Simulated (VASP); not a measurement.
CuI, 2 atoms in the cell. It takes space group F-43m (No. 216, cubic). The conventional cell has a = 6.030 Å, b = 6.030 Å, c = 6.030 Å, α = 90.00°, β = 90.00°, γ = 90.00°. Cu (site symmetry -43m) has 4 I at 2.61 Å within 3.4 Å. Within 3.4 Å of I (site symmetry -43m) lie 4 Cu at 2.61 Å. 

| Quantity | Value |
| --- | --- |
| Program | VASP 6.6.1 |
| Task | single point |
| Functional | PBEsol |
| Potentials or basis | VASP PAW PBE potentials, release 64 (Cu, I) |
| Cutoff | 520 eV |
| k mesh | 6 × 6 × 6 |
| Occupations | gaussian, width 0.01 eV |
| Spin | no spin polarisation |
| Dipole correction | no |
| Further INCAR settings | ALGO = Normal; EDIFF = 1e-06; NBANDS = 16 |

Potentials or basis: VASP PAW PBE potentials, release 64 (Cu, I).

The run is started by

```console
$ cat potpaw_PBE.64/Cu/POTCAR potpaw_PBE.64/I/POTCAR > POTCAR
$ mpirun -np 1 vasp_std > vasp.out
```

Hardware: 1 thread of Intel Xeon 8259CL, on a shared host.

Q: Estimate the wall time of this run.

A: Wall time 20 s on 1 thread of Intel Xeon 8259CL (shared host), peak memory 0.18 GiB. Counts: scf iterations 13, k points 16.
